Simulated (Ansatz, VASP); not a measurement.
Ru: VASP beside Ansatz

```
Ru
1.0
     2.72003    0.00000    0.00000
    -1.36001    2.35561    0.00000
     0.00000    0.00000    4.18935
Ru
2
Direct
  0.33333 0.66667 0.25000
  0.66667 0.33333 0.75000
```

Change from the starting cell: strain +0.000 along x and y, -0.025 along z, atoms carried along.

Alike in both runs: task single point; functional PBE; k mesh 24 × 24 × 14; occupations gaussian, width 0.15 eV; no spin polarisation.

|  | VASP | Ansatz |
| --- | --- | --- |
| version | VASP 6.6.1 | Ansatz 0.2.0 |
| potentials or method | VASP PAW PBE potentials, release 64 (Ru_pv), cutoff 520 eV | scalar-relativistic, plane waves, PAW |
| valence electrons in the cell | 28 | 32 |

VASP gave:

| Item | Value |
| --- | --- |
| gap on the k mesh at the Fermi level (eV) | none |
| pressure (GPa) | 9.0 |
| traceless stress, the component that is largest in VASP (GPa) | 7.93 |

Question: Which values does Ansatz return?

Answer: gap on the k mesh at the Fermi level (eV): none; pressure (GPa): 9.1; traceless stress, the component that is largest in VASP (GPa): 7.91.

A gap of «none» marks a metal or a gap that the smearing closes. With one functional, cell and mesh, what is left measures potentials, basis and numerics. VASP's potentials hold 28 valence electrons a cell and Ansatz's 32, so a difference there can come from the potentials and not from the codes.
